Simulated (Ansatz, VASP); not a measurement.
## Two plane-wave programs on NaCl

```
Na Cl
1.0
     0.14467    3.12883    3.12883
     3.12883    0.14467    3.12883
     3.12883    3.12883    0.14467
Na Cl
1 1
Direct
  0.00513 0.00513 0.00513
  0.24487 0.24487 0.24487
```

Change from the starting cell: epitaxial_111 strain -3.3%.

Alike in both runs: task single point; functional r2SCAN; k mesh 8 × 8 × 8; no spin polarisation.

|  | VASP | Ansatz |
| --- | --- | --- |
| version | VASP 6.6.1 | Ansatz 0.2.0 |
| potentials or method | VASP PAW PBE potentials, release 64 (Na_pv, Cl) | plane waves, PAW |
| plane-wave cutoff (eV) | 520 | 500 |
| occupations | gaussian, width 0.01 eV | fixed |
| valence electrons in the cell | 14 | 16 |

VASP gave:

* gap on the k mesh at the Fermi level (eV): 5.54
* pressure (GPa): 0.4
* traceless stress, the component that is largest in VASP (GPa): -0.30
* rms of the force components (eV/Å): 0.004

What did Ansatz give for the same quantities?

gap on the k mesh at the Fermi level (eV): 5.52; pressure (GPa): 0.6; traceless stress, the component that is largest in VASP (GPa): -0.29; rms of the force components (eV/Å): 0.000.

VASP's potentials were made for PBE, not for r2SCAN. Atom by atom the forces differ by 0.004 eV/Å (rms over components). VASP's potentials hold 14 valence electrons a cell and Ansatz's 16, so a difference there can come from the potentials and not from the codes.
